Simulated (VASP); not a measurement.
# WC (P1) in VASP: further runs

Runs on WC. Level: LDA. Tasks: single point.

Everything below comes from runs of VASP 6.6.1. Logs are shortened: lines on timing, memory, paths and dates and some standing lists are left out, and cuts for length are marked.

**1. The cell of the first run**

The typed cell holds 16 atoms: a = 5.861 Å, b = 4.948 Å, c = 5.798 Å, α = 90.00°, β = 90.00°, γ = 90.00°.

**2. Single point, LDA**

INCAR

```
SYSTEM = WC
PREC     = Accurate       ! precision mode
ENCUT    = 520            ! plane-wave cutoff, eV
EDIFF    = 1E-6           ! SCF threshold, eV
ISMEAR   = -1             ! smearing method
SIGMA    = 0.36           ! smearing width, eV
LREAL    = Auto         
LASPH    = .TRUE.         ! aspherical terms in the spheres
NELM     = 100            ! most SCF steps
ALGO     = Normal         ! electronic algorithm
ISIF     = 2              ! what is computed and relaxed
LWAVE    = .FALSE.        ! write WAVECAR
LCHARG   = .FALSE.        ! write CHGCAR
GGA      = CA             ! functional
NBANDS   = 86             ! bands
```

KPOINTS

```
regular mesh
0
G
  2 2 2
  0 0 0
```

POSCAR

```
WC
1.0
   -2.9306900000     -5.0761030000      0.0000000000
    4.2850020000     -2.4739470000      0.0000000000
    0.0000000000      0.0000000000      5.7983440000
W C
8 8
Direct
    0.7643679651      0.5451165604      0.0619142293
    0.7780155045      0.5044623687      0.5534683696
    0.5286193458     -0.0183618513      0.0315434890
    0.5339954944      0.0094924706      0.4944860119
    0.2361292674      0.5010550013      0.0158838455
    0.2352871533      0.4813191936      0.5584525513
    0.0228739002     -0.0023485845      0.0204886085
    0.0331841190      0.0003856161      0.5356184455
    0.4721011803      0.6571950743      0.2871509521
    0.4762924216      0.6844490241      0.7615622667
    0.2430413357      0.2047324161      0.2698701560
    0.2479304300      0.1189514572      0.7924503962
    0.0457406161      0.7026488123      0.3054320337
    0.0180157929      0.6370589101      0.8120594432
    0.7614280364      0.1658131156      0.2978091676
    0.7433213784      0.1840476458      0.8330309481
```

Potentials or basis: VASP PAW LDA potentials, release 64 (W_sv, C).

Command:

```bash
cat potpaw_LDA.64/W_sv/POTCAR potpaw_LDA.64/C/POTCAR > POTCAR
mpirun -np 1 vasp_std > vasp.out
```

OUTCAR:

```text
SYSTEM = WC
   PREC = Accurate
   ENCUT = 520
   EDIFF = 1E-6
   ISMEAR = -1
   LREAL = Auto
   LASPH = .TRUE.
   NELM = 100
   ISIF = 2
   GGA = CA

 ion  position               nearest neighbor table
   1  0.764  0.545  0.062-  14 2.13   9 2.22  16 2.23  13 2.31  15 2.32  10 2.52   3 2.57   7 2.71
                             5 2.79   2 2.86   2 2.96   7 3.11   5 3.12   3 3.12
   2  0.778  0.504  0.553-  14 2.16  15 2.24  16 2.28  10 2.32  13 2.34   9 2.48   6 2.68   4 2.86
                             1 2.86   8 2.88   4 2.90   8 2.91   1 2.96   6 3.18
   3  0.529  0.982  0.032-  16 1.98  10 2.17   9 2.21  15 2.25  12 2.26  11 2.44   1 2.57   4 2.69
                             7 2.90   5 2.93   7 2.97   5 3.09   1 3.12   4 3.12
   4  0.534  0.009  0.494-  15 1.92   9 2.15  10 2.26  11 2.35  12 2.47  16 2.47   3 2.69   2 2.86
                             2 2.90   8 2.94   6 2.94   8 2.95   3 3.12   6 3.17
   5  0.236  0.501  0.016-  14 1.87  11 2.08  10 2.23   9 2.23  13 2.25  12 2.29   6 2.65   7 2.76
                             1 2.79   7 2.79   3 2.93   3 3.09   1 3.12   6 3.15
   6  0.235  0.481  0.558-  14 2.09  10 2.10  13 2.14  11 2.16  12 2.25   9 2.27   5 2.65   8 2.66
                             2 2.68   8 2.83   4 2.94   5 3.15   4 3.17   2 3.18
   7  0.023  0.998  0.020-  12 1.96  14 2.16  16 2.17  11 2.19  13 2.21  15 2.37   1 2.71   5 2.76
                             5 2.79   8 2.81   3 2.90   3 2.97   8 2.99   1 3.11
   8  0.033  0.000  0.536-  13 1.99  12 2.04  11 2.22  15 2.26  14 2.41  16 2.59   6 2.66   7 2.81
                             6 2.83   2 2.88   2 2.91   4 2.94   4 2.95   7 2.99
   9  0.472  0.657  0.287-   4 2.15   3 2.21   1 2.22   5 2.23   6 2.27   2 2.48
  10  0.476  0.684  0.762-   6 2.10   3 2.17   5 2.23   4 2.26   2 2.32   1 2.52
  11  0.243  0.205  0.270-   5 2.08   6 2.16   7 2.19   8 2.22   4 2.35   3 2.44
  12  0.248  0.119  0.792-   7 1.96   8 2.04   6 2.25   3 2.26   5 2.29   4 2.47
  13  0.046  0.703  0.305-   8 1.99   6 2.14   7 2.21   5 2.25   1 2.31   2 2.34
  14  0.018  0.637  0.812-   5 1.87   6 2.09   1 2.13   7 2.16   2 2.16   8 2.41
  15  0.761  0.166  0.298-   4 1.92   2 2.24   3 2.25   8 2.26   1 2.32   7 2.37
  16  0.743  0.184  0.833-   3 1.98   7 2.17   1 2.23   2 2.28   4 2.47   8 2.59

  LATTYP: Found a simple orthorhombic cell.
 ALAT       =     4.9478940873
 B/A-ratio  =     1.1718811878
 C/A-ratio  =     1.1846209815

  Lattice vectors:

 A1 = (   4.2850020000,  -2.4739470000,   0.0000000000)
 A2 = (   0.0000000000,   0.0000000000,   5.7983440000)
 A3 = (  -2.9306900000,  -5.0761030000,   0.0000000000)

Analysis of symmetry for initial positions (statically):
=====================================================================
 Subroutine PRICEL returns:
 Original cell was already a primitive cell.

 Routine SETGRP: Setting up the symmetry group for a
 simple orthorhombic supercell.

 Subroutine GETGRP returns: Found  1 space group operations
 (whereof  1 operations were pure point group operations)
 out of a pool of  8 trial point group operations.

The static configuration has the point symmetry C_1 .

Analysis of symmetry for dynamics (positions and initial velocities):
=====================================================================
 Subroutine PRICEL returns:
 Original cell was already a primitive cell.

 Routine SETGRP: Setting up the symmetry group for a
 simple orthorhombic supercell.

 Subroutine GETGRP returns: Found  1 space group operations
 (whereof  1 operations were pure point group operations)
 out of a pool of  8 trial point group operations.

The dynamic configuration has the point symmetry C_1 .

 Subroutine INISYM returns: Found  1 space group operations
 (whereof  1 operations are pure point group operations),
 and found     1 'primitive' translations

----------------------------------------------------------------------------------------

                                     Primitive cell

  volume of cell :     168.1606

[... 43 lines left out ...]
   LORBIT       =      0    0 simple, 1 ext, 2 COOP (PROOUT), +10 PAW based schemes
   GGA     = CA    functional components
   LHFCALC =     F    Hartree Fock is set to
   AEXX    =    0.0000 exact exchange contribution
   IVDW    =     0    specifies the selected vdW correction
   LEPSILON=     F    determine dielectric tensor
   LRPA    =     F    only Hartree local field effects (RPA)
 non-spin polarized calculation
  energy-cutoff  :      520.00
  volume of cell :      168.16
 maximum number of plane-waves:      4558
 NGX is ok and might be reduce to    48
   NGX = 21   NGY = 19   NGZ = 21

 number of electron     143.9999998 magnetization

 Free energy of the ion-electron system (eV)
  ---------------------------------------------------
  ext. energy  EPLUGINS =         0.00000000
  ---------------------------------------------------
  free energy    TOTEN  =      -189.92117611 eV

  energy without entropy =     -187.71752420  energy(sigma->0) =     -188.81935015

 E-fermi :  11.1921     XC(G=0): -13.8763

 val. band max:       11.1358698349   @ k =   0.0000   0.5000   0.0000
 cond. band min:      11.2014474671   @ k =   0.0000   0.0000   0.5000
 fundamental gap:      0.0655776322
 Fermi energy:        11.1921324605

 k-point     1 :       0.0000    0.0000    0.0000
  band No.  band energies     occupation
      1     -62.6581      2.00000
      2     -62.6146      2.00000
      3     -62.6038      2.00000
      4     -62.5329      2.00000
      5     -62.5200      2.00000
      6     -62.4867      2.00000
[... 76 lines left out ...]
     83      14.5894      0.00016
     84      14.7219      0.00011

 k-point     2 :       0.5000    0.0000    0.0000
  band No.  band energies     occupation
      1     -62.6523      2.00000
      2     -62.6191      2.00000
      3     -62.5985      2.00000
      4     -62.5362      2.00000
      5     -62.5247      2.00000
      6     -62.4859      2.00000
[... 511 lines left out ...]
     83      14.5617      0.00017
     84      14.9004      0.00007

 k-point     8 :       0.5000    0.5000    0.5000
  band No.  band energies     occupation
      1     -62.6362      2.00000
      2     -62.6238      2.00000
      3     -62.5967      2.00000
      4     -62.5301      2.00000
      5     -62.5205      2.00000
      6     -62.4823      2.00000
[... 76 lines left out ...]
     83      14.3744      0.00029
     84      14.7833      0.00009
 [bands above 84 left out]

------------------------ aborting loop because EDIFF is reached ----------------------------------------

  FORCE on cell =-STRESS in cart. coord.  units (eV):
  Direction    XX          YY          ZZ          XY          YZ          ZX
  --------------------------------------------------------------------------------------
  -------------------------------------------------------------------------------------
  Total       10.7184495     10.4666858     -3.8759566     -3.3462956      1.8921421     -1.8227887
  in kB      102.1217769     99.7230572    -36.9288085    -31.8823770     18.0276929    -17.3669170
  external PRESSURE =      54.9720085 kB  Pullay stress =       0.0000000 kB

 VOLUME and BASIS-vectors are now :
 -----------------------------------------------------------------------------
  energy-cutoff  :      520.00
  volume of cell :      168.16
      direct lattice vectors                 reciprocal lattice vectors
    -2.930690000 -5.076103000  0.000000000    -0.085304154 -0.147751133  0.000000000
     4.285002000 -2.473947000  0.000000000     0.175029082 -0.101053107  0.000000000
     0.000000000  0.000000000  5.798344000     0.000000000  0.000000000  0.172463034

 POSITION                                       TOTAL-FORCE (eV/Angst)
 -----------------------------------------------------------------------------------
      0.09570     -5.22860      0.35900        -4.311995      3.547007     -1.142102
     -0.11850     -5.19730      3.20920         1.606545      2.763735     -0.670957
      2.65710     -5.11185      0.18290         4.158203      2.069691     -0.479578
     -1.52430     -2.73410      2.86720         0.532508      4.349892      5.685415
      1.45500     -2.43820      0.09210        -4.002065     -4.614122      5.346471
      1.37290     -2.38510      3.23810        -0.559067     -4.205032     -4.084079
[... 8 lines left out ...]
     -1.52100     -4.27530      1.72680         0.412182     -3.127921     -1.494401
     -1.38980     -4.22850      4.83020        -0.242901     -2.053511     -3.067065
 -----------------------------------------------------------------------------------
    total drift:                               -0.028914     -0.006694     -0.002924

  FREE ENERGIE OF THE ION-ELECTRON SYSTEM (eV)
  ---------------------------------------------------
  free  energy   TOTEN  =      -189.9211761099 eV

  energy  without entropy=     -187.7175242000  energy(sigma->0) =     -188.81935015
```

Run time: 1.8 min. Hardware: 1 thread of AMD EPYC 9R45 (Zen 5), shared host; peak memory 0.25 GiB.

What came out:

```yaml
Free_energy: -189.9212 eV
Pressure: 5.5 GPa
Largest_force: 8.117 eV/Å
Band_gap_on_the_k_mesh: zero (bands 72 and 73 overlap by 0.08 eV)
```

Forces on the atoms (eV/Å):
```
W   -4.312  3.547 -1.142
W    1.607  2.764 -0.671
W    4.158  2.070 -0.480
W    0.533  4.350  5.685
W   -4.002 -4.614  5.346
W   -0.559 -4.205 -4.084
W    2.063  1.243  3.998
W    1.710  2.274 -0.472
C   -0.370 -2.267  0.203
C   -2.097 -1.897  1.236
C   -3.278  0.647  1.077
C    1.073 -4.078 -1.041
C   -1.225  3.398 -1.704
C    4.531  1.949 -3.391
C    0.412 -3.128 -1.494
C   -0.243 -2.054 -3.067
```

Caveat: the k points lie up to 0.63 Å⁻¹ apart; the atoms stand as in a frame of molecular dynamics; so wide a smearing shifts energies and pressures; spin-orbit coupling is left out, which moves the levels of the heavy elements; forces of over 1 eV/Å act on the atoms, so gaps and moduli don't describe the material at rest.

**3. Single point, LDA**

This run uses another cell than the first one, of 10.49 Å³/atom.

INCAR

```
  PREC = Accurate
  ENCUT = 520
  EDIFF = 1E-6
  ISMEAR = -1
  SIGMA = 0.36
  LREAL = Auto
  LASPH = T
  NELM = 100
  ALGO = Normal
  ISIF = 2
  LWAVE = F
  LCHARG = F
  GGA = CA
  NBANDS = 86
```

KPOINTS

```
Automatic mesh
0
Gamma
  2 2 2
```

POSCAR

```
WC
1.0
   -2.8881030000     -5.0023390000      0.0000000000
    4.4166420000     -2.5499490000      0.0000000000
    0.0000000000      0.0000000000      5.6968440000
W C
8 8
Direct
    0.7735790797      0.5553033415      0.0080395391
    0.7180756591      0.4964578214      0.5220258796
    0.5193598540      0.0237204538      0.0188174365
    0.4775472128      0.0415486557      0.5071404448
    0.2671319708      0.5286832499     -0.0024223939
    0.2400769896      0.5216784774      0.5006807278
    0.0028090580      0.0419805021     -0.0077235747
   -0.0312154194      0.0265692020      0.4938523856
    0.4670531172      0.7488941845      0.2539476243
    0.5017807244      0.7110819522      0.7279293588
    0.2451034918      0.1973409052      0.2373770460
    0.2114362826      0.1789933986      0.6922078259
    0.0109801219      0.6940820024      0.1941776886
   -0.0352493446      0.6670443885      0.7080587076
    0.7496614629      0.2085293578      0.2626366458
    0.7146256180      0.2247889666      0.7431834187
```

Potentials or basis: VASP PAW LDA potentials, release 64 (W_sv, C).

Command:

```bash
cat potpaw_LDA.64/W_sv/POTCAR potpaw_LDA.64/C/POTCAR > POTCAR
mpirun -np 1 vasp_std > vasp.out
```

It took 94 s on 1 thread of AMD EPYC 9R45 (Zen 5), shared host; peak memory 0.23 GiB.

Results (log left out):

```yaml
Free_energy: -191.3358 eV
Pressure: 8.4 GPa
Largest_force: 7.882 eV/Å
Band_gap_on_the_k_mesh: zero (bands 72 and 73 overlap by 0.18 eV)
```

Forces on the atoms (eV/Å):
```
W   -0.147  6.201 -1.923
W    4.025 -4.344 -5.202
W    3.323  0.786 -2.658
W   -1.955  0.296 -1.242
W    0.944  0.780 -1.059
W    2.132  0.092 -2.093
W    0.131  0.356 -0.255
W   -2.259 -0.580 -1.149
C   -4.669  1.211  0.336
C    0.394  1.783  2.706
C    0.369 -0.235 -0.066
C    1.020 -1.172  4.901
C    0.602 -2.870  4.732
C    0.339 -3.473  2.261
C    0.088  0.598 -2.249
C   -4.337  0.571  2.959
```

Stress tensor (GPa, compression positive):
```
 4.23  1.38 -3.76
 1.38 12.38 -2.18
-3.76 -2.18  8.63
```

Levels at points of the mesh, in eV from the Fermi level:
| k point | band 69 | band 70 | band 71 | band 72 | band 73 | band 74 | band 75 | band 76 |
| --- | --- | --- | --- | --- | --- | --- | --- | --- |
| (0.00, 0.00, 0.00) | -0.92 | -0.56 | -0.52 | -0.38 | 0.20 | 0.61 | 1.28 | 1.49 |
| (0.50, 0.00, 0.00) | -1.18 | -1.01 | -0.78 | -0.19 | 0.33 | 0.51 | 0.75 | 0.96 |
| (0.00, 0.50, 0.00) | -1.11 | -0.83 | -0.06 | 0.29 | 0.86 | 0.91 | 1.61 | 1.77 |
| (0.50, 0.50, 0.00) | -1.66 | -1.60 | -1.25 | -1.22 | 0.95 | 1.21 | 1.41 | 1.53 |
| (0.00, 0.00, 0.50) | -1.25 | -1.11 | -0.26 | -0.08 | 0.23 | 0.64 | 1.01 | 1.51 |
| (0.50, 0.00, 0.50) | -1.25 | -1.05 | -1.01 | -0.79 | 0.11 | 0.25 | 0.35 | 0.48 |
| (0.00, 0.50, 0.50) | -1.36 | -1.10 | -0.87 | -0.51 | 0.41 | 0.71 | 0.81 | 1.03 |
| (0.50, 0.50, 0.50) | -1.63 | -1.40 | -1.26 | -0.99 | 0.37 | 0.78 | 0.95 | 1.33 |

Caveat: the k points lie up to 0.62 Å⁻¹ apart; the atoms stand as in a frame of molecular dynamics; so wide a smearing shifts energies and pressures; spin-orbit coupling is left out, which moves the levels of the heavy elements; forces of over 1 eV/Å act on the atoms, so gaps and moduli don't describe the material at rest.

**4. Single point, LDA**

This run uses another cell than the first one, of 10.68 Å³/atom.

INCAR

```
SYSTEM = WC
PREC = Accurate
ENCUT = 520
EDIFF = 1E-7
ISMEAR = -1
SIGMA = 0.36
LREAL = Auto
LASPH = .True.
NELM = 80
ALGO = Normal
ISIF = 2
LWAVE = .False.
LCHARG = .False.
NBANDS = 86
```

KPOINTS

```
Automatic mesh
0
Gamma
  2 2 2
  0 0 0
```

POSCAR

```
WC
1.0
   -2.8990080000     -5.0212270000      0.0000000000
    4.3768990000     -2.5270040000      0.0000000000
    0.0000000000      0.0000000000      5.8329450000
W C
8 8
Direct
    0.7658364529      0.4793270312     -0.0053660715
    0.7472344663      0.5479081641      0.4926670833
    0.4955129923     -0.0042276212     -0.0159439186
    0.4929789120      0.0065456867      0.5233891285
    0.2562080628      0.4979893810      0.0243959098
    0.2593869050      0.5630618191      0.4693683894
   -0.0203006500      0.0239549172      0.0459116278
    0.0088957590      0.0125177383      0.5112340336
    0.4899833314      0.7149503787      0.2075623892
    0.4868176370      0.6316088684      0.7945043199
    0.2677183556      0.1664917684      0.2543312169
    0.2734818302      0.1879243761      0.8005561513
   -0.0293865984      0.7251499329      0.2272951314
    0.0130291751      0.7289571185      0.7186078388
    0.7260268648      0.2251497440      0.2595601364
    0.7662453090      0.1717086185      0.7511471478
```

Command:

```bash
cat potpaw_LDA.64/W_sv/POTCAR potpaw_LDA.64/C/POTCAR > POTCAR
mpirun -np 1 vasp_std > vasp.out
```

It took 2.1 min on 1 thread of AMD EPYC 9R45 (Zen 5), shared host; peak memory 0.25 GiB.

Results (log left out):

| Property | Result |
| --- | --- |
| Free energy | -188.7295 eV |
| Pressure | 3.7 GPa |
| Largest force | 8.507 eV/Å |
| Band gap on the k mesh | 0.16 eV (least direct gap 0.37 eV) |

Forces in eV/Å, atoms in the order of the input:
```
W    5.794 -1.200  0.070
W   -1.784  1.134  1.131
W    0.999 -3.459  2.835
W    1.950 -2.136 -2.778
W    2.243  1.395 -2.658
W   -3.044  2.137  4.058
W    0.369 -3.813 -7.596
W    4.866 -1.671 -1.049
C   -3.164  0.643  5.089
C    0.964 -2.404 -4.052
C    1.263  0.248  0.938
C    0.670  3.052 -3.932
C   -5.006  1.755  4.409
C   -3.911  2.998  2.879
C   -2.700  0.709  0.932
C    0.491  0.612 -0.277
```

Stress tensor (GPa, compression positive):
```
 11.48  -5.33 -11.47
 -5.33   3.05   2.48
-11.47   2.48  -3.51
```

Levels at points of the mesh, in eV from the valence-band top:
| k point | band 70 | band 71 | band 72 | band 73 | band 74 | band 75 |
| --- | --- | --- | --- | --- | --- | --- |
| (0.00, 0.00, 0.00) | -0.61 | -0.37 | -0.18 | 0.28 | 0.41 | 0.42 |
| (0.50, 0.00, 0.00) | -0.95 | -0.36 | -0.08 | 0.38 | 0.46 | 0.50 |
| (0.00, 0.50, 0.00) | -0.69 | -0.12 | 0.00 | 0.59 | 1.22 | 1.27 |
| (0.50, 0.50, 0.00) | -1.47 | -1.21 | -1.10 | 0.91 | 0.98 | 1.31 |
| (0.00, 0.00, 0.50) | -0.88 | -0.26 | -0.08 | 0.28 | 0.54 | 0.60 |
| (0.50, 0.00, 0.50) | -1.15 | -1.04 | -0.70 | 0.16 | 0.18 | 0.43 |
| (0.00, 0.50, 0.50) | -1.16 | -1.02 | -0.58 | 0.18 | 0.52 | 0.98 |
| (0.50, 0.50, 0.50) | -1.39 | -1.26 | -0.98 | 0.28 | 0.54 | 0.94 |

Caveat: the k points lie up to 0.62 Å⁻¹ apart; the atoms stand as in a frame of molecular dynamics; so wide a smearing shifts energies and pressures; spin-orbit coupling is left out, which moves the levels of the heavy elements; forces of over 1 eV/Å act on the atoms, so gaps and moduli don't describe the material at rest. A k mesh can miss the band edges.

**5. Overview**

```csv
cell,gap on the mesh (eV),pressure (GPa),largest force (eV/Å)
"a = 5.861, b = 4.948, c = 5.798 Å, 16 atoms, atomic positions A",none,5.5,8.12
"a = 5.776, b = 5.100, c = 5.697 Å, 16 atoms, atomic positions B",none,8.4,7.88
"a = 5.798, b = 5.054, c = 5.833 Å, 16 atoms, atomic positions C",0.16,3.7,8.51
```

Alike in all rows: task single point; level LDA; potentials or basis VASP PAW LDA potentials, release 64 (W_sv, C); no spin polarisation; k mesh 2 × 2 × 2; cutoff (eV) 520; smearing fermi-dirac 0.36 eV.

Caveats: all runs use coarse meshes; the atoms stand as in a frame of molecular dynamics; so wide a smearing shifts energies and pressures; spin-orbit coupling is left out, which moves the levels of the heavy elements; forces of over 1 eV/Å act on the atoms, so gaps and moduli don't describe the material at rest.

Total energies depend on the potentials used, so only differences within one code and one set of settings carry meaning.

The gap in the log of VASP goes by the Fermi energy; the results here count the filled bands.